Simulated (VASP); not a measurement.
**Tc3C: relaxation of cell and atoms with LDA**

Crystal: Tc3C.

```
C Tc
1.0
     0.00000    2.47500    2.47500
     2.47500    0.00000    2.47500
     2.47500    2.47500    0.00000
C Tc
1 3
Direct
  0.00000 0.00000 0.00000
  0.50000 0.50000 0.50000
  0.25000 0.25000 0.25000
  0.75000 0.75000 0.75000
```

```json
{
  "Program": "VASP 6.6.1",
  "Task": "relaxation of cell and atoms",
  "Functional": "LDA",
  "Potentials or basis": "VASP PAW LDA potentials, release 64 (C, Tc_pv)",
  "Cutoff": "600 eV",
  "k mesh": "8 × 8 × 8",
  "Occupations": "methfessel-paxton, width 0.05 eV",
  "Spin": "no spin polarisation",
  "Dipole correction": "no",
  "Further INCAR settings": "ALGO = Normal; EDIFF = 1e-07; IBRION = 2; EDIFFG = -0.02; NSW = 80; ISIF = 3"
}
```

- Relaxed volume: 12.02 Å³/atom
- Relaxed cell: a = 4.082 Å, b = 4.082 Å, c = 4.082 Å, α = 60.00°, β = 60.00°, γ = 60.00°
- Space group after relaxing (to 0.1 Å): Fm-3m (No. 225)
- Pressure after relaxing: -0.1 GPa
- Band gap on the k mesh: zero (an odd number of electrons rules out a gap without spin polarisation)

Final structure:
```
C Tc
1.0
     0.00000    2.88633    2.88633
     2.88633    0.00000    2.88633
     2.88633    2.88633    0.00000
C Tc
1 3
Direct
  0.00000 0.00000 0.00000
  0.50000 0.50000 0.50000
  0.25000 0.25000 0.25000
  0.75000 0.75000 0.75000
```

Levels at points of the mesh, in eV from the Fermi level:
```csv
k point,band 19,band 20,band 21,band 22,band 23,band 24
"(0.00, 0.00, 0.00)",-1.24,1.36,1.36,1.36,1.44,2.15
"(0.50, 0.00, 0.00)",-1.45,-1.45,-0.66,0.35,0.35,0.71
"(0.50, 0.50, 0.00)",-1.89,-0.78,-0.27,-0.27,0.53,0.91
```

Wall time 2.9 min on 1 thread of Intel(R) Xeon(R) 6975P-C (Granite Rapids), with other jobs on the host, peak memory 0.15 GiB.

Caveat: the volume moved by over 15 % at a fixed basis, so the end points are rough.
